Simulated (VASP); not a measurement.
# SnO2 (Cm) in VASP: notebook, part 2 of 3

VASP 6.6.1. The steps go on from the part before.

## (3) Single point, PBE+D3(BJ) (atoms displaced along several vibrational modes)

INCAR

```
SYSTEM = SnO2
PREC = Accurate ; ENCUT = 520
EDIFF = 1E-7 ; ISMEAR = 0
SIGMA = 0.05 ; LREAL = .False.
LASPH = .True. ; NELM = 80
ALGO = Normal ; ISIF = 2
LWAVE = .False. ; LCHARG = .False.
GGA = PE ; IVDW = 12
NBANDS = 64
```

KPOINTS

```
regular mesh
0
Gamma
  6 6 6
  0 0 0
```

POSCAR

```
SnO2
1.0
    3.2373377715      1.8690778339      4.2908446674
   -3.2373377715      1.8690778339      4.2908446674
    0.0000000000     -3.7381556677      4.2908446674
Sn O
4 8
Direct
    0.8695913162      0.8623727285      0.8623727288
    0.3695852317      0.3623967447      0.8623831581
    0.3695852317      0.8623831577      0.3623967450
    0.8695923415      0.3623933294      0.3623933297
    0.0911025511      0.6362452381      0.6362452477
    0.5910371689      0.1362367860      0.6362186797
    0.5910371689      0.6362186700      0.1362367957
    0.6029345102      0.6111387709      0.6111387587
    0.0910860079      0.1362373202      0.1362373299
    0.1028702059      0.1111650951      0.6111655688
    0.1028702059      0.6111655810      0.1111650829
    0.6028582314      0.1111404970      0.1111404848
```

Potentials or basis: VASP PAW PBE potentials, release 64 (Sn_d, O).

Command:

```
> cat potpaw_PBE.64/Sn_d/POTCAR potpaw_PBE.64/O/POTCAR > POTCAR
> mpirun -np 1 vasp_std > vasp.out
```

OUTCAR:

```text
SYSTEM = SnO2
   PREC = Accurate
   ENCUT = 520
   EDIFF = 1E-7
   ISMEAR = 0
   LREAL = .False.
   LASPH = .True.
   NELM = 80
   ISIF = 2
   GGA = PE
   IVDW = 12
 IVDW          = 12

 ion  position               nearest neighbor table
   1  0.870  0.862  0.862-   5 1.94  11 2.09  10 2.09  12 2.17   6 2.21   7 2.21   2 3.24   3 3.24
                             4 3.24   4 3.24   2 3.24   3 3.24
   2  0.370  0.362  0.862-   6 1.94  12 2.09   8 2.09  11 2.17   5 2.21   9 2.21   1 3.24   3 3.24
                             4 3.24   4 3.24   3 3.24   1 3.24
   3  0.370  0.862  0.362-   7 1.94  12 2.09   8 2.09  10 2.17   5 2.21   9 2.21   1 3.24   2 3.24
                             4 3.24   4 3.24   2 3.24   1 3.24
   4  0.870  0.362  0.362-   9 1.94  10 2.09  11 2.09   8 2.17   7 2.21   6 2.21   3 3.24   2 3.24
                             1 3.24   1 3.24   2 3.24   3 3.24
   5  0.091  0.636  0.636-   1 1.94   2 2.21   3 2.21
   6  0.591  0.136  0.636-   2 1.94   4 2.21   1 2.21
   7  0.591  0.636  0.136-   3 1.94   4 2.21   1 2.21
   8  0.603  0.611  0.611-   3 2.09   2 2.09   4 2.17
   9  0.091  0.136  0.136-   4 1.94   3 2.21   2 2.21
  10  0.103  0.111  0.611-   4 2.09   1 2.09   3 2.17
  11  0.103  0.611  0.111-   4 2.09   1 2.09   2 2.17
  12  0.603  0.111  0.111-   2 2.09   3 2.09   1 2.17

  LATTYP: Found a trigonal (rhomboedric) cell.
 ALAT       =     5.6907957050
 COS(alpha) =     0.3527679208

  Lattice vectors:

 A1 = (   3.2373377715,   1.8690778339,   4.2908446674)
 A2 = (  -3.2373377715,   1.8690778339,   4.2908446674)
 A3 = (   0.0000000000,  -3.7381556677,   4.2908446674)

Analysis of symmetry for initial positions (statically):
=====================================================================
 Subroutine PRICEL returns:
 Original cell was already a primitive cell.

 Routine SETGRP: Setting up the symmetry group for a
 trigonal (rhombohedral) supercell.

 Subroutine GETGRP returns: Found  2 space group operations
 (whereof  2 operations were pure point group operations)
 out of a pool of 12 trial point group operations.

The static configuration has the point symmetry C_1h.

Analysis of symmetry for dynamics (positions and initial velocities):
=====================================================================
 Subroutine PRICEL returns:
 Original cell was already a primitive cell.

 Routine SETGRP: Setting up the symmetry group for a
 trigonal (rhombohedral) supercell.

 Subroutine GETGRP returns: Found  2 space group operations
 (whereof  2 operations were pure point group operations)
 out of a pool of 12 trial point group operations.

The dynamic configuration has the point symmetry C_1h.

 Subroutine INISYM returns: Found  2 space group operations
 (whereof  2 operations are pure point group operations),
 and found     1 'primitive' translations

----------------------------------------------------------------------------------------

                                     Primitive cell

  volume of cell :     155.7792

  direct lattice vectors                    reciprocal lattice vectors
     3.237337772  1.869077834  4.290844667     0.154447894  0.089170533  0.077684782
    -3.237337772  1.869077834  4.290844667    -0.154447894  0.089170533  0.077684782
     0.000000000 -3.738155668  4.290844667     0.000000000 -0.178341066  0.077684782
[... 88 lines left out ...]
   total plane-waves  NPLWV =  74088
   dimension x,y,z NGX =    42 NGY =   42 NGZ =   42
   dimension x,y,z NGXF=    84 NGYF=   84 NGZF=   84
   ions per type =               4   8
   NGX,Y,Z   is equivalent  to a cutoff of  12.27, 12.27, 12.27 a.u.
   NGXF,Y,Z  is equivalent  to a cutoff of  24.54, 24.54, 24.54 a.u.
 SYSTEM =  SnO2
   PREC   = accura    normal or accurate (medium, high low for compatibility)
   ISTART =      0    job   : 0-new  1-cont  2-samecut
   ICHARG =      2    charge: 1-file 2-atom 10-const
   ISPIN  =      1    spin polarized calculation?
   LNONCOLLINEAR =      F non collinear calculations
   LSORBIT =      F    spin-orbit coupling
   LASPH  =      T    aspherical Exc in radial PAW
   ENCUT  =  520.0 eV  38.22 Ry    6.18 a.u.  10.58 10.58 10.58*2*pi/ulx,y,z
   NELM   =     80;   NELMIN=  2; NELMDL= -5     # of ELM steps
   EDIFF  = 0.1E-06   stopping-criterion for ELM
   LREAL  =      F    real-space projection
   EDIFFG = 0.1E-05   stopping-criterion for IOM
   NSW    =      0    number of steps for IOM
   IBRION =     -1    ionic relax: 0-MD 1-quasi-New 2-CG
   NFREE  =      0    steps in history (QN), initial steepest desc. (CG)
   ISIF   =      2    stress and relaxation
   ISYM   =      2    0-nonsym 1-usesym 2-fastsym
   POTIM  = 0.5000    time-step for ionic-motion
   TEBEG  =    0.0;   TEEND  =   0.0 temperature during run
   PSTRESS=    0.0 pullay stress
   NELECT =     104.0000    total number of electrons
   NUPDOWN=      -1.0000    fix difference up-down
   EMIN   =  10.00;   EMAX   =-10.00  energy-range for DOS
   EFERMI =   0.00;   METHOD = LEGACY
   ISMEAR =     0;   SIGMA  =   0.05  broadening in eV -4-tet -1-fermi 0-gaus
   EFERMI_NEDOS =   21; number of points for ismear=-14 and -15
   IALGO  =     38    algorithm
   IMIX   =      4    mixing-type and parameters
     AMIX     =   0.40;   BMIX     =  1.00
     AMIX_MAG =   1.60;   BMIX_MAG =  1.00
  volume/ion in A,a.u.               =      12.98        87.60
  Fermi-wavevector in a.u.,A,eV,Ry     =   1.430813  2.703844 27.854188  2.047225
  Thomas-Fermi vector in A             =   2.550617
   LORBIT       =      0    0 simple, 1 ext, 2 COOP (PROOUT), +10 PAW based schemes
   GGA     = PE    functional components
   LHFCALC =     F    Hartree Fock is set to
   AEXX    =    0.0000 exact exchange contribution
   IVDW    =    12    specifies the selected vdW correction
   LEPSILON=     F    determine dielectric tensor
   LRPA    =     F    only Hartree local field effects (RPA)
 non-spin polarized calculation
 Gauss-broadening in eV      SIGMA  =   0.05
  energy-cutoff  :      520.00
  volume of cell :      155.78
 maximum number of plane-waves:      4212
   NGX = 21   NGY = 21   NGZ = 21

 number of electron     104.0000061 magnetization

 Free energy of the ion-electron system (eV)
  ---------------------------------------------------
  ext. energy  EPLUGINS =         0.00000000
  ---------------------------------------------------
  free energy    TOTEN  =       -71.81074808 eV

  energy without entropy =      -71.81074808  energy(sigma->0) =      -71.81074808

 E-fermi :   5.1018     XC(G=0): -10.7253

 val. band max:        4.8700801911   @ k =   0.0000   0.0000   0.0000
 cond. band min:       6.3938560428   @ k =   0.0000   0.0000   0.0000
 fundamental gap:      1.5237758517
 Fermi energy:         5.1017898518

 k-point     1 :       0.0000    0.0000    0.0000
  band No.  band energies     occupation
      1     -16.0371      2.00000
      2     -15.9887      2.00000
      3     -15.9881      2.00000
      4     -15.4527      2.00000
      5     -15.2394      2.00000
      6     -15.1469      2.00000
[... 1597 lines left out ...]
     63      14.3866      0.00000
     64      14.5913      0.00000

 [... further k-points ...]

------------------------ aborting loop because EDIFF is reached ----------------------------------------

 Edisp (eV)   -2.41306

 E8    (eV) :    -0.9595

  FORCE on cell =-STRESS in cart. coord.  units (eV):
  Direction    XX          YY          ZZ          XY          YZ          ZX
  --------------------------------------------------------------------------------------
  -------------------------------------------------------------------------------------
  Total       4.80176     2.67556     3.12430     1.84134    -4.08616    -7.07744
  in kB      49.38579    27.51798    32.13315    18.93808   -42.02586   -72.79096
  external pressure =       36.35 kB  Pullay stress =        0.00 kB

 VOLUME and BASIS-vectors are now :
 -----------------------------------------------------------------------------
  energy-cutoff  :      520.00
  volume of cell :      155.78
      direct lattice vectors                 reciprocal lattice vectors
     3.237337772  1.869077834  4.290844667     0.154447894  0.089170533  0.077684782
    -3.237337772  1.869077834  4.290844667    -0.154447894  0.089170533  0.077684782
     0.000000000 -3.738155668  4.290844667     0.000000000 -0.178341066  0.077684782

 POSITION                                       TOTAL-FORCE (eV/Angst)
 -----------------------------------------------------------------------------------
      0.02337      0.01349     11.13190        -2.150313     -1.241484      0.573860
      0.02327     -1.85559      6.84117        -2.143071     -1.238673      0.573066
     -1.59535      0.94795      6.84117        -2.144258     -1.236618      0.573066
      1.64197      0.94799      6.84123        -2.145071     -1.238457      0.570620
     -1.76481     -1.01891      5.85097         2.056424      1.187277     -0.693919
      1.47234     -1.01895      5.85054         2.054947      1.186296     -0.689857
     -0.14627      1.78456      5.85054         2.054836      1.186488     -0.689857
     -0.02656     -0.01533      7.83170         0.089006      0.051387      0.118136
     -0.14617     -0.08439      1.55998         2.053198      1.185415     -0.691378
     -0.02685     -1.88458      3.54081         0.091455      0.052097      0.118067
     -1.64552      0.91904      3.54081         0.090845      0.053154      0.118067
      1.59186      0.91906      3.54054         0.092002      0.053118      0.120129
 -----------------------------------------------------------------------------------
    total drift:                               -0.001412     -0.000843      0.000982

  FREE ENERGIE OF THE ION-ELECTRON SYSTEM (eV)
  ---------------------------------------------------
  free  energy   TOTEN  =       -74.2238045728 eV

  energy  without entropy=      -74.2238045728  energy(sigma->0) =      -74.22380457
```

Run time: 12 min. Hardware: 1 thread of Intel Xeon Platinum 8488C (Sapphire Rapids), shared host; peak memory 0.56 GiB.

Results:

| Item | Value |
| --- | --- |
| Free energy | -74.2238 eV |
| Pressure | 3.6 GPa |
| Largest force | 2.548 eV/Å |
| Band gap on the k mesh | 1.52 eV |
| Dispersion energy per atom | -0.201 eV |

Forces on the atoms (eV/Å):
```
Sn  -2.150 -1.241  0.574
Sn  -2.143 -1.239  0.573
Sn  -2.144 -1.237  0.573
Sn  -2.145 -1.238  0.571
O    2.056  1.187 -0.694
O    2.055  1.186 -0.690
O    2.055  1.186 -0.690
O    0.089  0.051  0.118
O    2.053  1.185 -0.691
O    0.091  0.052  0.118
O    0.091  0.053  0.118
O    0.092  0.053  0.120
```

Stress tensor (GPa, compression positive):
```
 4.94  1.89 -7.28
 1.89  2.75 -4.20
-7.28 -4.20  3.21
```

Caveat: the cell differs from its parent crystal (atoms displaced along several vibrational modes); the cell stands under pressure; spin-orbit coupling is left out, which moves the levels of the heavy elements; forces of over 1 eV/Å act on the atoms, so gaps and moduli don't describe the material at rest.

## (4) Single point, PBE+D3(BJ) (atoms displaced along several vibrational modes)

INCAR

```
SYSTEM = SnO2
PREC = Accurate
ENCUT = 520
EDIFF = 1E-7
ISMEAR = 0
SIGMA = 0.05
LREAL = .FALSE.
LASPH = .TRUE.
NELM = 60
ALGO = Normal
ISIF = 2
LWAVE = .FALSE.
LCHARG = .FALSE.
GGA = PE
IVDW = 12
NBANDS = 64
```

KPOINTS

```
Automatic mesh
0
G
  6 6 6
  0 0 0
```

POSCAR

```
SnO2
1.0
    3.2373377715      1.8690778339      4.2908446674
   -3.2373377715      1.8690778339      4.2908446674
    0.0000000000     -3.7381556677      4.2908446674
Sn O
4 8
Direct
    0.8599665328      0.8671851205      0.8671851202
    0.3599983057      0.3671867927      0.8671892801
    0.3599983057      0.8671892805      0.3671867924
    0.8599800967      0.3671902080      0.3671902077
    0.1512815375      0.6060888197      0.6060888101
    0.6512968889      0.1061473026      0.6061153781
    0.6512968889      0.6061153878      0.1061472929
    0.6138735164      0.6056692557      0.6056692679
    0.1512877641      0.1061364518      0.1061364421
    0.1139136513      0.1056187621      0.6056273520
    0.1139136513      0.6056273398      0.1056187743
    0.6139346894      0.1056433602      0.1056433724
```

Command:

```
> cat potpaw_PBE.64/Sn_d/POTCAR potpaw_PBE.64/O/POTCAR > POTCAR
> mpirun -np 1 vasp_std > vasp.out
```

Run time: 31 min. Hardware: 1 thread of Oxide Virtual Turin-like, shared host; peak memory 0.54 GiB.

It converged, with:

```
Free energy                : -74.4931 eV
Pressure                   : 2.8 GPa
Largest force              : 1.477 eV/Å
Band gap on the k mesh     : 1.51 eV
Dispersion energy per atom : -0.201 eV
```

Forces in eV/Å, atoms in the order of the input:
```
Sn   1.246  0.719  0.336
Sn   1.241  0.718  0.334
Sn   1.242  0.715  0.334
Sn   1.244  0.718  0.339
O   -1.146 -0.662 -0.466
O   -1.147 -0.664 -0.470
O   -1.148 -0.661 -0.470
O   -0.094 -0.054  0.133
O   -1.146 -0.661 -0.470
O   -0.097 -0.057  0.135
O   -0.098 -0.056  0.135
O   -0.097 -0.056  0.132
```

Stress tensor (GPa, compression positive):
```
 2.95 -0.10  3.80
-0.10  3.07  2.20
 3.80  2.20  2.32
```

Levels at points of the mesh, in eV from the valence-band top:
```tsv
k point	band 48	band 49	band 50	band 51	band 52	band 53	band 54	band 55	band 56	band 57
(0.00, 0.00, 0.00)	-0.62	-0.08	-0.08	-0.04	0.00	1.51	4.52	4.87	4.87	5.47
(0.50, 0.00, 0.00)	-0.53	-0.46	-0.45	-0.07	-0.07	3.90	3.90	5.56	5.56	6.61
(0.00, 0.50, 0.00)	-0.59	-0.36	-0.36	-0.08	-0.08	4.08	4.08	5.47	5.47	6.66
(0.50, 0.50, 0.00)	-0.91	-0.59	-0.59	-0.20	-0.20	4.47	4.47	5.45	5.45	7.41
(0.00, 0.50, 0.50)	-0.94	-0.54	-0.54	-0.12	-0.12	4.31	4.31	5.61	5.61	7.30
(0.50, 0.50, 0.50)	-1.08	-1.03	-1.02	-0.82	-0.82	3.42	4.97	5.37	5.38	5.74
```

Caveat: the cell differs from its parent crystal (atoms displaced along several vibrational modes); spin-orbit coupling is left out, which moves the levels of the heavy elements; forces of over 1 eV/Å act on the atoms, so gaps and moduli don't describe the material at rest.

[end of part 2 of 3]
